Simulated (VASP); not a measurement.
# HgTe (F-43m) in VASP: notebook

HgTe is run at these levels: PBEsol; tasks: single point.

Everything below comes from runs of VASP 6.6.1. Logs are shortened: lines on timing, memory, paths and dates and some standing lists are left out, and cuts for length are marked.

### 1 The cell of the first run

Symmetry: F-43m, No. 216, cubic system. The conventional cell has a = 6.315 Å, b = 6.315 Å, c = 6.315 Å, α = 90.00°, β = 90.00°, γ = 90.00°. Hg (site symmetry -43m) has 4 Te at 2.73 Å within 3.6 Å. Within 3.6 Å of Te (site symmetry -43m) lie 4 Hg at 2.73 Å.

### 2 Single point, PBEsol (volume scaled by 0.94)

INCAR reads:

```
PREC = Accurate ; ENCUT = 520
EDIFF = 1E-6 ; ISMEAR = -1
SIGMA = 0.05 ; LREAL = F
LASPH = T ; NELM = 60
ALGO = Normal ; ISIF = 2
LWAVE = F ; LCHARG = T
GGA = PS ; LELF = T
LVHAR = T ; NBANDS = 16
```

KPOINTS reads:

```
regular mesh
0
Gamma
  9 9 9
```

POSCAR reads:

```
HgTe
1.0
    0.0000000000      3.1576958214      3.1576958214
    3.1576958214      0.0000000000      3.1576958214
    3.1576958214      3.1576958214      0.0000000000
Hg Te
1 1
Direct
    0.0000000000      0.0000000000      0.0000000000
    0.7500000000      0.7500000000      0.7500000000
```

Potentials or basis: VASP PAW PBE potentials, release 64 (Hg, Te).

Run with:

```sh
> cat potpaw_PBE.64/Hg/POTCAR potpaw_PBE.64/Te/POTCAR > POTCAR
> mpirun -np 1 vasp_std > vasp.out
```

OUTCAR:

```text
PREC = Accurate
   ENCUT = 520
   EDIFF = 1E-6
   ISMEAR = -1
   LREAL = F
   LASPH = T
   NELM = 60
   ISIF = 2
   GGA = PS

 ion  position               nearest neighbor table
   1  0.000  0.000  0.000-   2 2.73   2 2.73   2 2.73   2 2.73
   2  0.750  0.750  0.750-   1 2.73   1 2.73   1 2.73   1 2.73

  LATTYP: Found a face centered cubic cell.
 ALAT       =     6.3153916428

  Lattice vectors:

 A1 = (   0.0000000000,   3.1576958214,   3.1576958214)
 A2 = (   3.1576958214,   0.0000000000,   3.1576958214)
 A3 = (   3.1576958214,   3.1576958214,   0.0000000000)

Analysis of symmetry for initial positions (statically):
=====================================================================
 Subroutine PRICEL returns:
 Original cell was already a primitive cell.

 Routine SETGRP: Setting up the symmetry group for a
 face centered cubic supercell.

 Subroutine GETGRP returns: Found 24 space group operations
 (whereof 24 operations were pure point group operations)
 out of a pool of 48 trial point group operations.

The static configuration has the point symmetry T_d .

Analysis of symmetry for dynamics (positions and initial velocities):
=====================================================================
 Subroutine PRICEL returns:
 Original cell was already a primitive cell.

 Routine SETGRP: Setting up the symmetry group for a
 face centered cubic supercell.

 Subroutine GETGRP returns: Found 24 space group operations
 (whereof 24 operations were pure point group operations)
 out of a pool of 48 trial point group operations.

The dynamic configuration has the point symmetry T_d .

 Subroutine INISYM returns: Found 24 space group operations
 (whereof 24 operations are pure point group operations),
 and found     1 'primitive' translations

----------------------------------------------------------------------------------------

                                     Primitive cell

  volume of cell :      62.9710

  direct lattice vectors                    reciprocal lattice vectors
     0.000000000  3.157695821  3.157695821    -0.158343307  0.158343307  0.158343307
     3.157695821  0.000000000  3.157695821     0.158343307 -0.158343307  0.158343307
     3.157695821  3.157695821  0.000000000     0.158343307  0.158343307 -0.158343307
[... 74 lines left out ...]
 SYSTEM =  unknown system
   PREC   = accura    normal or accurate (medium, high low for compatibility)
   ISTART =      0    job   : 0-new  1-cont  2-samecut
   ICHARG =      2    charge: 1-file 2-atom 10-const
   ISPIN  =      1    spin polarized calculation?
   LNONCOLLINEAR =      F non collinear calculations
   LSORBIT =      F    spin-orbit coupling
   LASPH  =      T    aspherical Exc in radial PAW
   ENCUT  =  520.0 eV  38.22 Ry    6.18 a.u.   8.30  8.30  8.30*2*pi/ulx,y,z
   NELM   =     60;   NELMIN=  2; NELMDL= -5     # of ELM steps
   EDIFF  = 0.1E-05   stopping-criterion for ELM
   LREAL  =      F    real-space projection
   EDIFFG = 0.1E-04   stopping-criterion for IOM
   NSW    =      0    number of steps for IOM
   IBRION =     -1    ionic relax: 0-MD 1-quasi-New 2-CG
   NFREE  =      0    steps in history (QN), initial steepest desc. (CG)
   ISIF   =      2    stress and relaxation
   ISYM   =      2    0-nonsym 1-usesym 2-fastsym
   POTIM  = 0.5000    time-step for ionic-motion
   TEBEG  =    0.0;   TEEND  =   0.0 temperature during run
   PSTRESS=    0.0 pullay stress
   NELECT =      18.0000    total number of electrons
   NUPDOWN=      -1.0000    fix difference up-down
   EMIN   =  10.00;   EMAX   =-10.00  energy-range for DOS
   EFERMI =   0.00;   METHOD = LEGACY
   ISMEAR =    -1;   SIGMA  =   0.05  broadening in eV -4-tet -1-fermi 0-gaus
   EFERMI_NEDOS =   21; number of points for ismear=-14 and -15
   IALGO  =     38    algorithm
   IMIX   =      4    mixing-type and parameters
     AMIX     =   0.40;   BMIX     =  1.00
     AMIX_MAG =   1.60;   BMIX_MAG =  1.00
  volume/ion in A,a.u.               =      31.49       212.47
  Fermi-wavevector in a.u.,A,eV,Ry     =   1.078414  2.037906 15.823249  1.162976
  Thomas-Fermi vector in A             =   2.214352
   LORBIT       =      0    0 simple, 1 ext, 2 COOP (PROOUT), +10 PAW based schemes
   GGA     = PS    functional components
   LHFCALC =     F    Hartree Fock is set to
   AEXX    =    0.0000 exact exchange contribution
   IVDW    =     0    specifies the selected vdW correction
   LEPSILON=     F    determine dielectric tensor
   LRPA    =     F    only Hartree local field effects (RPA)
 non-spin polarized calculation
  energy-cutoff  :      520.00
  volume of cell :       62.97
 maximum number of plane-waves:      1719
 NGX is ok and might be reduce to    36
   NGX = 17   NGY = 17   NGZ = 17

 number of electron      18.0000000 magnetization

 Free energy of the ion-electron system (eV)
  ---------------------------------------------------
  ext. energy  EPLUGINS =         0.00000000
  ---------------------------------------------------
  free energy    TOTEN  =        -4.28718195 eV

  energy without entropy =       -4.28676598  energy(sigma->0) =       -4.28697397

 E-fermi :   3.7813     XC(G=0):  -9.2597

 val. band max:        3.7278499304   @ k =   0.0000   0.0000   0.0000
 cond. band min:       4.3732300878   @ k =   0.1111   0.0000   0.0000
 fundamental gap:      0.6453801574
 Fermi energy:         3.7813188238

 k-point     1 :       0.0000    0.0000    0.0000
  band No.  band energies     occupation
      1      -8.8350      2.00000
      2      -4.0610      2.00000
      3      -4.0610      2.00000
      4      -4.0610      2.00000
      5      -3.4358      2.00000
      6      -3.4358      2.00000
[... 433 lines left out ...]
      3      -3.6705      2.00000
      4      -3.6705      2.00000
      5      -3.3640      2.00000
      6      -3.0532      2.00000
[... 8 lines left out ...]
     15      13.9980      0.00000
     16      15.6590      0.00000

 [... further k-points ...]
[... 5 lines left out ...]
  --------------------------------------------------------------------------------------
  -------------------------------------------------------------------------------------
  Total        1.9684013      1.9684013      1.9684013      0.0000000     -0.0000000     -0.0000000
  in kB       50.0821946     50.0821946     50.0821946      0.0000000     -0.0000000     -0.0000000
  external PRESSURE =      50.0821946 kB  Pullay stress =       0.0000000 kB

 VOLUME and BASIS-vectors are now :
 -----------------------------------------------------------------------------
  energy-cutoff  :      520.00
  volume of cell :       62.97
      direct lattice vectors                 reciprocal lattice vectors
     0.000000000  3.157695821  3.157695821    -0.158343307  0.158343307  0.158343307
     3.157695821  0.000000000  3.157695821     0.158343307 -0.158343307  0.158343307
     3.157695821  3.157695821  0.000000000     0.158343307  0.158343307 -0.158343307

 POSITION                                       TOTAL-FORCE (eV/Angst)
 -----------------------------------------------------------------------------------
      0.00000      0.00000      0.00000        -0.000000     -0.000000     -0.000000
      4.73654      4.73654      4.73654         0.000000      0.000000      0.000000
 -----------------------------------------------------------------------------------
    total drift:                                0.000000      0.000000      0.000000

  FREE ENERGIE OF THE ION-ELECTRON SYSTEM (eV)
  ---------------------------------------------------
  free  energy   TOTEN  =        -4.2871819525 eV

  energy  without entropy=       -4.2867659816  energy(sigma->0) =       -4.28697397
```

stdout:

```text
POSCAR found type information on POSCAR HgTe
 POSCAR found :  2 types and       2 ions
 scaLAPACK will be used
 -----------------------------------------------------------------------------
|                                                                             |
|                                                                             |
|     You enforced a specific xc type in the INCAR file but a different       |
|     I HOPE YOU KNOW WHAT YOU ARE DOING!                                     |
|                                                                             |
 -----------------------------------------------------------------------------

 LDA part: xc-table for (Slater+PW92), standard interpolation
 POSCAR, INCAR and KPOINTS ok, starting setup
 FFT: planning ... GRIDC
 FFT: planning ... GRID_SOFT
 FFT: planning ... GRID
 WAVECAR not read
 entering main loop
```

Run time: 15 s. Hardware: 1 thread of Intel Xeon 6975P-C (Granite Rapids), shared host; peak memory 0.22 GiB.

What came out:

```yaml
Free_energy: -4.2872 eV
Pressure: 5.0 GPa
Band_gap_on_the_k_mesh: zero (filled and empty bands touch)
```

Levels at points of the mesh, in eV from the Fermi level:
```tsv
k point	band 6	band 7	band 8	band 9	band 10	band 11	band 12	band 13
(0.00, 0.00, 0.00)	-7.22	-0.69	-0.05	-0.05	-0.05	3.99	3.99	3.99
```

Caveat: the PAW data sets were made with another functional, which shifts forces and pressure a little; spin-orbit coupling is left out, which moves the levels of the heavy elements.

### 3 Single point, PBEsol (volume scaled by 0.96)

INCAR reads:

```
SYSTEM = HgTe
PREC = Accurate
ENCUT = 520
EDIFF = 1E-6
ISMEAR = -1
SIGMA = 0.05
LREAL = .False.
LASPH = .True.
NELM = 60
ALGO = Normal
ISIF = 2
LWAVE = .False.
LCHARG = .True.
GGA = PS
LELF = .True.
LVHAR = .True.
NBANDS = 16
```

KPOINTS reads:

```
regular mesh
0
Gamma
  9 9 9
  0 0 0
```

POSCAR reads:

```
HgTe
1.0
    0.0000000000      3.1799338486      3.1799338486
    3.1799338486      0.0000000000      3.1799338486
    3.1799338486      3.1799338486      0.0000000000
Hg Te
1 1
Direct
    0.0000000000      0.0000000000      0.0000000000
    0.7500000000      0.7500000000      0.7500000000
```

Potentials or basis: VASP PAW PBE potentials, release 64 (Hg, Te).

Run with:

```sh
> cat potpaw_PBE.64/Hg/POTCAR potpaw_PBE.64/Te/POTCAR > POTCAR
> mpirun -np 1 vasp_std > vasp.out
```

It took 14 s on 1 thread of Intel Xeon 6975P-C (Granite Rapids), shared host; peak memory 0.22 GiB.

The run converged. Its results:

| Item | Value |
| --- | --- |
| Free energy | -4.3238 eV |
| Pressure | 3.7 GPa |
| Band gap on the k mesh | zero (filled and empty bands touch) |

Levels at points of the mesh, in eV from the Fermi level:
```csv
k point,band 5,band 6,band 7,band 8,band 9,band 10,band 11,band 12,band 13,band 14
"(0.00, 0.00, 0.00)",-7.11,-7.11,-0.74,-0.06,-0.06,-0.06,4.03,4.03,4.03,6.22
```

Caveat: the PAW data sets were made with another functional, which shifts forces and pressure a little; spin-orbit coupling is left out, which moves the levels of the heavy elements.

### 4 Single point, PBEsol (volume scaled by 0.98)

INCAR reads:

```
ALGO = Normal
EDIFF = 1E-7
ENCUT = 520
GGA = PS
ISIF = 2
ISMEAR = -1
LASPH = True
LCHARG = True
LELF = True
LREAL = False
LVHAR = True
LWAVE = False
NBANDS = 16
NELM = 80
PREC = Accurate
SIGMA = 0.05
```

KPOINTS reads:

```
k-points
0
Gamma
  9 9 9
```

POSCAR reads:

```
HgTe
1.0
    0.0000000000      3.2018651199      3.2018651199
    3.2018651199      0.0000000000      3.2018651199
    3.2018651199      3.2018651199      0.0000000000
Hg Te
1 1
Direct
    0.0000000000      0.0000000000      0.0000000000
    0.7500000000      0.7500000000      0.7500000000
```

Potentials or basis: VASP PAW PBE potentials, release 64 (Hg, Te).

Run with:

```sh
> cat potpaw_PBE.64/Hg/POTCAR potpaw_PBE.64/Te/POTCAR > POTCAR
> mpirun -np 1 vasp_std > vasp.out
```

OUTCAR:

```text
EDIFF = 1E-7
   ENCUT = 520
   GGA = PS
   ISIF = 2
   ISMEAR = -1
   LASPH = True
   LREAL = False
   NELM = 80
   PREC = Accurate

 ion  position               nearest neighbor table
   1  0.000  0.000  0.000-   2 2.77   2 2.77   2 2.77   2 2.77
   2  0.750  0.750  0.750-   1 2.77   1 2.77   1 2.77   1 2.77

  LATTYP: Found a face centered cubic cell.
 ALAT       =     6.4037302398

  Lattice vectors:

 A1 = (   0.0000000000,   3.2018651199,   3.2018651199)
[... 190 lines left out ...]
      5      -3.6899      2.00000
      6      -3.6899      2.00000
[... 433 lines left out ...]
      3      -3.9062      2.00000
      4      -3.9062      2.00000
      5      -3.6245      2.00000
      6      -3.3330      2.00000
[... 8 lines left out ...]
     15      13.5161      0.00000
     16      15.0664      0.00000

 [... further k-points ...]
[... 5 lines left out ...]
  --------------------------------------------------------------------------------------
  -------------------------------------------------------------------------------------
  Total        1.0204630      1.0204630      1.0204630     -0.0000000      0.0000000      0.0000000
  in kB       24.9039789     24.9039789     24.9039789     -0.0000000      0.0000000      0.0000000
  external PRESSURE =      24.9039789 kB  Pullay stress =       0.0000000 kB

 VOLUME and BASIS-vectors are now :
 -----------------------------------------------------------------------------
  energy-cutoff  :      520.00
  volume of cell :       65.65
      direct lattice vectors                 reciprocal lattice vectors
     0.000000000  3.201865120  3.201865120    -0.156158983  0.156158983  0.156158983
     3.201865120  0.000000000  3.201865120     0.156158983 -0.156158983  0.156158983
     3.201865120  3.201865120  0.000000000     0.156158983  0.156158983 -0.156158983

 POSITION                                       TOTAL-FORCE (eV/Angst)
 -----------------------------------------------------------------------------------
      0.00000      0.00000      0.00000        -0.000000     -0.000000     -0.000000
      4.80280      4.80280      4.80280         0.000000      0.000000      0.000000
 -----------------------------------------------------------------------------------
    total drift:                               -0.000000     -0.000000      0.000000

  FREE ENERGIE OF THE ION-ELECTRON SYSTEM (eV)
  ---------------------------------------------------
  free  energy   TOTEN  =        -4.3498399539 eV

  energy  without entropy=       -4.3493960831  energy(sigma->0) =       -4.34961802
```

Run time: 15 s. Hardware: 1 thread of Intel Xeon 6975P-C (Granite Rapids), shared host; peak memory 0.22 GiB.

Results:

```yaml
Free_energy: -4.3498 eV
Pressure: 2.5 GPa
Band_gap_on_the_k_mesh: zero (filled and empty bands touch)
```

Caveat: the PAW data sets were made with another functional, which shifts forces and pressure a little; spin-orbit coupling is left out, which moves the levels of the heavy elements.

### 5 Summary

```tsv
cell	gap on the mesh (eV)	pressure (GPa)
a = 4.466 Å, angles 60.0°, 2 atoms	none	5.0
a = 4.497 Å, angles 60.0°, 2 atoms	none	3.7
a = 4.528 Å, angles 60.0°, 2 atoms	none	2.5
```

Alike in all rows: task single point; level PBEsol; potentials or basis VASP PAW PBE potentials, release 64 (Hg, Te); no spin polarisation; k mesh 9 × 9 × 9; cutoff (eV) 520; smearing fermi-dirac 0.05 eV.

Caveats: the PAW data sets were made with another functional, which shifts forces and pressure a little; spin-orbit coupling is left out, which moves the levels of the heavy elements.

Total energies depend on the potentials used, so only differences within one code and one set of settings carry meaning.
